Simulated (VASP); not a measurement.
# WC (P-6m2) in VASP: notebook, part 2 of 2

VASP 6.6.1.

### 4 Single point, PBE, collinear spin (z stretched by -1 %, then relaxed in part)

INCAR reads:

```
PREC = Accurate
ENCUT = 520
EDIFF = 1E-7
ISMEAR = -1
SIGMA = 0.05
LREAL = False
LASPH = True
NELM = 150
ALGO = Normal
ISIF = 2
LWAVE = False
LCHARG = True
ISPIN = 2
MAGMOM = 2 0
LORBIT = 11
LMAXMIX = 4
GGA = PE
LELF = True
LVHAR = True
NBANDS = 20
```

KPOINTS reads:

```
Automatic mesh
0
Gamma
  18 18 16
```

POSCAR reads:

```
WC
1.0
    2.8982000000      0.0000000000      0.0000000000
   -1.4491000000      2.5099148252      0.0000000000
    0.0000000000      0.0000000000      2.8030860000
W C
1 1
Direct
    0.0000000000      0.0000000000      0.0000000000
    0.6666666667      0.3333333333      0.5000000000
```

Potentials or basis: VASP PAW PBE potentials, release 64 (W_sv, C).

Run with:

```
$ cat potpaw_PBE.64/W_sv/POTCAR potpaw_PBE.64/C/POTCAR > POTCAR
$ mpirun -np 1 vasp_std > vasp.out
```

OUTCAR:

```text
PREC = Accurate
   ENCUT = 520
   EDIFF = 1E-7
   ISMEAR = -1
   LREAL = False
   LASPH = True
   NELM = 150
   ISIF = 2
   ISPIN = 2
   LORBIT = 11
   GGA = PE

 ion  position               nearest neighbor table
   1  0.000  0.000  0.000-   2 2.18   2 2.18   2 2.18   2 2.18   2 2.18   2 2.18
   2  0.667  0.333  0.500-   1 2.18   1 2.18   1 2.18   1 2.18   1 2.18   1 2.18

  LATTYP: Found a hexagonal cell.
 ALAT       =     2.8982000000
 C/A-ratio  =     0.9671816990

  Lattice vectors:

 A1 = (   2.8982000000,   0.0000000000,   0.0000000000)
 A2 = (  -1.4491000000,   2.5099148252,   0.0000000000)
 A3 = (   0.0000000000,   0.0000000000,   2.8030860000)

Analysis of symmetry for initial positions (statically):
=====================================================================
 Subroutine PRICEL returns:
 Original cell was already a primitive cell.

 Routine SETGRP: Setting up the symmetry group for a
 hexagonal supercell.

 Subroutine GETGRP returns: Found 12 space group operations
 (whereof 12 operations were pure point group operations)
 out of a pool of 24 trial point group operations.

The static configuration has the point symmetry D_3h.

Analysis of symmetry for dynamics (positions and initial velocities):
=====================================================================
 Subroutine PRICEL returns:
 Original cell was already a primitive cell.

 Routine SETGRP: Setting up the symmetry group for a
 hexagonal supercell.

 Subroutine GETGRP returns: Found 12 space group operations
 (whereof 12 operations were pure point group operations)
 out of a pool of 24 trial point group operations.

The dynamic configuration has the point symmetry D_3h.

Analysis of structural, dynamic, and magnetic symmetry:
=====================================================================
 Subroutine PRICEL returns:
 Original cell was already a primitive cell.

 Routine SETGRP: Setting up the symmetry group for a
 hexagonal supercell.

 Subroutine GETGRP returns: Found 12 space group operations
 (whereof 12 operations were pure point group operations)
 out of a pool of 24 trial point group operations.

The overall configuration has the point symmetry D_3h.

 Subroutine INISYM returns: Found 12 space group operations
 (whereof 12 operations are pure point group operations),
 and found     1 'primitive' translations

----------------------------------------------------------------------------------------

                                     Primitive cell

  volume of cell :      20.3903

  direct lattice vectors                    reciprocal lattice vectors
     2.898200000  0.000000000  0.000000000     0.345041750  0.199209947  0.000000000
    -1.449100000  2.509914825  0.000000000     0.000000000  0.398419895  0.000000000
     0.000000000  0.000000000  2.803086000     0.000000000  0.000000000  0.356749668

  length of vectors
     2.898200000  2.898200000  2.803086000     0.398419895  0.398419895  0.356749668

  position of ions in fractional coordinates (direct lattice)
     0.000000000  0.000000000  0.000000000
     0.666666667  0.333333333  0.500000000

  ion indices of the primitive-cell ions
[... 66 lines left out ...]
   PREC   = accura    normal or accurate (medium, high low for compatibility)
   ISTART =      0    job   : 0-new  1-cont  2-samecut
   ICHARG =      2    charge: 1-file 2-atom 10-const
   ISPIN  =      2    spin polarized calculation?
   LNONCOLLINEAR =      F non collinear calculations
   LSORBIT =      F    spin-orbit coupling
   LASPH  =      T    aspherical Exc in radial PAW
   ENCUT  =  520.0 eV  38.22 Ry    6.18 a.u.   5.39  5.39  5.21*2*pi/ulx,y,z
   NELM   =    150;   NELMIN=  2; NELMDL= -5     # of ELM steps
   EDIFF  = 0.1E-06   stopping-criterion for ELM
   LREAL  =      F    real-space projection
   EDIFFG = 0.1E-05   stopping-criterion for IOM
   NSW    =      0    number of steps for IOM
   IBRION =     -1    ionic relax: 0-MD 1-quasi-New 2-CG
   NFREE  =      0    steps in history (QN), initial steepest desc. (CG)
   ISIF   =      2    stress and relaxation
   ISYM   =      2    0-nonsym 1-usesym 2-fastsym
   POTIM  = 0.5000    time-step for ionic-motion
   TEBEG  =    0.0;   TEEND  =   0.0 temperature during run
   PSTRESS=    0.0 pullay stress
   NELECT =      18.0000    total number of electrons
   NUPDOWN=      -1.0000    fix difference up-down
   EMIN   =  10.00;   EMAX   =-10.00  energy-range for DOS
   EFERMI =   0.00;   METHOD = LEGACY
   ISMEAR =    -1;   SIGMA  =   0.05  broadening in eV -4-tet -1-fermi 0-gaus
   EFERMI_NEDOS =   21; number of points for ismear=-14 and -15
   IALGO  =     38    algorithm
   IMIX   =      4    mixing-type and parameters
     AMIX     =   0.40;   BMIX     =  1.00
     AMIX_MAG =   1.60;   BMIX_MAG =  1.00
  volume/ion in A,a.u.               =      10.20        68.80
  Fermi-wavevector in a.u.,A,eV,Ry     =   1.570451  2.967722 33.556275  2.466317
  Thomas-Fermi vector in A             =   2.672182
   LORBIT       =     11    0 simple, 1 ext, 2 COOP (PROOUT), +10 PAW based schemes
   GGA     = PE    functional components
   LHFCALC =     F    Hartree Fock is set to
   AEXX    =    0.0000 exact exchange contribution
   IVDW    =     0    specifies the selected vdW correction
   LEPSILON=     F    determine dielectric tensor
   LRPA    =     F    only Hartree local field effects (RPA)
 spin polarized calculation
  energy-cutoff  :      520.00
  volume of cell :       20.39
 maximum number of plane-waves:       569
 NGX is ok and might be reduce to    24
   NGX = 11   NGY = 11   NGZ = 11

 number of electron      18.0000001 magnetization       0.0001324

 number of electron      18.0000001 magnetization      -0.0000032

 Free energy of the ion-electron system (eV)
  ---------------------------------------------------
  ext. energy  EPLUGINS =         0.00000000
  ---------------------------------------------------
  free energy    TOTEN  =       -22.41528002 eV

  energy without entropy =      -22.41261672  energy(sigma->0) =      -22.41394837

 E-fermi :  11.3457     XC(G=0): -13.8958

 val. band max:       11.3368407208   @ k =   0.0556  -0.0000   0.2500
 cond. band min:      11.3574089899   @ k =   0.0000   0.0000   0.3125
 fundamental gap:      0.0205682691
 Fermi energy:        11.3457396998

 spin component 1

 k-point     1 :       0.0000    0.0000    0.0000
  band No.  band energies     occupation
      1     -62.6302      1.00000
      2     -26.5879      1.00000
      3     -26.5168      1.00000
      4     -26.5168      1.00000
      5      -3.2564      1.00000
      6       6.9303      1.00000
[... 541 lines left out ...]
     19      35.8960      0.00000
     20      38.5276      0.00000

 [... further k-points ...]

 spin component 2

 k-point     1 :       0.0000    0.0000    0.0000
  band No.  band energies     occupation
      1     -62.6302      1.00000
      2     -26.5878      1.00000
      3     -26.5168      1.00000
      4     -26.5168      1.00000
      5      -3.2564      1.00000
      6       6.9303      1.00000
[... 541 lines left out ...]
     19      35.8960      0.00000
     20      38.5276      0.00000

 [... further k-points ...]

------------------------ aborting loop because EDIFF is reached ----------------------------------------

  FORCE on cell =-STRESS in cart. coord.  units (eV):
  Direction    XX          YY          ZZ          XY          YZ          ZX
  --------------------------------------------------------------------------------------
  -------------------------------------------------------------------------------------
  Total        1.5303654      1.5303654      2.5641594      0.0000000      0.0000000      0.0000000
  in kB      120.2491377    120.2491377    201.4799533      0.0000000      0.0000000      0.0000000
  external PRESSURE =     147.3260762 kB  Pullay stress =       0.0000000 kB

 VOLUME and BASIS-vectors are now :
 -----------------------------------------------------------------------------
  energy-cutoff  :      520.00
  volume of cell :       20.39
      direct lattice vectors                 reciprocal lattice vectors
     2.898200000  0.000000000  0.000000000     0.345041750  0.199209947  0.000000000
    -1.449100000  2.509914825  0.000000000     0.000000000  0.398419895  0.000000000
     0.000000000  0.000000000  2.803086000     0.000000000  0.000000000  0.356749668

 POSITION                                       TOTAL-FORCE (eV/Angst)
 -----------------------------------------------------------------------------------
      0.00000      0.00000      0.00000        -0.000000      0.000000      0.000000
      1.44910      0.83664      1.40154         0.000000     -0.000000      0.000000
 -----------------------------------------------------------------------------------
    total drift:                                0.000000     -0.000000      0.000000

  FREE ENERGIE OF THE ION-ELECTRON SYSTEM (eV)
  ---------------------------------------------------
  free  energy   TOTEN  =       -22.4152800234 eV

  energy  without entropy=      -22.4126167225  energy(sigma->0) =      -22.41394837

 total charge

# of ion       s       p       d       tot
------------------------------------------
    1        2.354   6.440   3.437  12.230
    2        0.857   1.593   0.000   2.450
--------------------------------------------------
tot          3.211   8.033   3.437  14.680

 magnetization (x)

# of ion       s       p       d       tot
------------------------------------------
    1       -0.000  -0.000  -0.000  -0.000
    2        0.000  -0.000   0.000   0.000
--------------------------------------------------
tot          0.000  -0.000  -0.000  -0.000
```

stdout:

```text
POSCAR found type information on POSCAR W C
 POSCAR found :  2 types and       2 ions
 scaLAPACK will be used
 LDA part: xc-table for (Slater+PW92), standard interpolation
 POSCAR, INCAR and KPOINTS ok, starting setup
 FFT: planning ... GRIDC
 FFT: planning ... GRID_SOFT
 FFT: planning ... GRID
 WAVECAR not read
 entering main loop
```

It took 2.8 min on 1 thread of AMD EPYC 9R45 (Zen 5), shared host; peak memory 0.28 GiB.

What came out:

```yaml
Free_energy: -22.4153 eV
Pressure: 14.7 GPa
Band_gap_on_the_k_mesh: zero (filled and empty bands overlap)
Net_moment: 0.00 μB per cell
Valence_electrons_inside_the_program's_atomic_spheres: W 12.23; C 2.45
```

Caveat: the cell differs from its parent crystal (z stretched by -1 %, then relaxed in part); the stress differs along the axes, from 12 to 20 GPa; spin-orbit coupling is left out, which moves the levels of the heavy elements.

### 5 Summary

| cell | gap on the mesh (eV) | pressure (GPa) | moment (μB) |
| --- | --- | --- | --- |
| a = 2.879, b = 2.879, c = 2.812 Å, angles 90.0, 90.0, 120.0°, 2 atoms | none | 18.9 | 0.00 |
| a = 2.898, b = 2.898, c = 2.775 Å, angles 90.0, 90.0, 120.0°, 2 atoms | none | 19.9 | 0.00 |
| a = 2.898, b = 2.898, c = 2.803 Å, angles 90.0, 90.0, 120.0°, 2 atoms | none | 14.7 | 0.00 |

Alike in all rows: task single point; level PBE; potentials or basis VASP PAW PBE potentials, release 64 (W_sv, C); spin collinear; k mesh 18 × 18 × 16; cutoff (eV) 520; smearing fermi-dirac 0.05 eV.

Caveats: spin-orbit coupling is left out, which moves the levels of the heavy elements; the cell stands under pressure (at least some runs); the stress differs along the axes, from 14 to 31 GPa (at least some runs); the stress differs along the axes, from 12 to 20 GPa (at least some runs).

Absolute energies hang on the potentials; compare differences alone.

The gap in the log of VASP goes by the Fermi energy; the results here count the filled bands.